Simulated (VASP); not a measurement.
Wanted: the native input for a VASP 6.6.1 run.

```yaml
Task: single point
Functional: PBE
Potentials_or_basis: VASP PAW PBE potentials, release 64 (Al, H)
Cutoff: 520 eV
k_mesh: 6 × 6 × 6
Occupations: gaussian, width 0.1 eV
Spin: no spin polarisation
Dipole_correction: no
Further_INCAR_settings: ALGO = Normal; EDIFF = 1e-06; NBANDS = 13
```

The structure of AlH5 lies in POSCAR:

```
AlH5
1.0
    3.1900224681      0.0000000000      0.0000000000
   -1.5950112340      2.7626404960      0.0000000000
    0.0000000000      0.0000000000      3.7174439579
Al H
1 5
Direct
    0.0000000000      0.0000000000      0.0000000000
    0.5000000000      0.0000000000      0.5000000000
    0.5000000000      0.5000000000      0.5000000000
    0.0000000000      0.5000000000      0.5000000000
    0.3333333333      0.6666666667      0.0000000000
    0.6666666667      0.3333333333      0.0000000000
```

These files were run (other wordings do the same):

INCAR

```
PREC = Accurate ; ENCUT = 520
EDIFF = 1E-6 ; ISMEAR = 0
SIGMA = 0.1 ; LREAL = F
LASPH = T ; NELM = 80
ALGO = Normal ; ISIF = 2
LWAVE = F ; LCHARG = F
GGA = PE ; NBANDS = 13
```

KPOINTS

```
regular mesh
0
Gamma
  6 6 6
```

Potentials or basis: VASP PAW PBE potentials, release 64 (Al, H).

The run is started by

```bash
$ cat potpaw_PBE.64/Al/POTCAR potpaw_PBE.64/H/POTCAR > POTCAR
$ mpirun -np 1 vasp_std > vasp.out
```

Results of the run:

```yaml
Pressure: -0.3 GPa
Band_gap_on_the_k_mesh: zero (band 4 reaches 9.34 eV, above the bottom of band 5 at 1.52 eV)
```

Caveat: the k points lie up to 0.38 Å⁻¹ apart.

It took 11 s on 1 thread of AMD EPYC 7R13 Processor (Zen 3) (shared host), peak memory 0.11 GiB.
